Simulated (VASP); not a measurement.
A run of VASP 6.6.1:

The input INCAR:

```
  PREC = Accurate
  ENCUT = 520
  EDIFF = 1E-6
  ISMEAR = -1
  SIGMA = 0.1
  LREAL = F
  LASPH = T
  NELM = 60
  ALGO = Normal
  ISIF = 2
  LWAVE = F
  LCHARG = T
  GGA = RP
  LELF = T
  LVHAR = T
  NBANDS = 12
```

Contents of KPOINTS:

```
regular mesh
0
Gamma
  13 13 13
```

Contents of POSCAR:

```
Ta
1.0
    2.7601811137      0.0000000000      0.0000000000
    0.0000000000      2.7601811137      0.0000000000
    0.0000000000      0.0000000000      2.7601811137
Ta
1
Direct
    0.0000000000      0.0000000000      0.0000000000
```

Potentials or basis: VASP PAW PBE potentials, release 64 (Ta_pv).

The run is started by

```bash
$ cat potpaw_PBE.64/Ta_pv/POTCAR > POTCAR
$ mpirun -np 1 vasp_std > vasp.out
```

Hardware: 1 thread of Intel Xeon 8259CL (shared host).

Problem. Estimate the wall time of this run.

Solution. Run time: 23 s on 1 thread of Intel Xeon 8259CL, on a shared host, peak memory 0.15 GiB. Counts: scf iterations 11, k points 84.
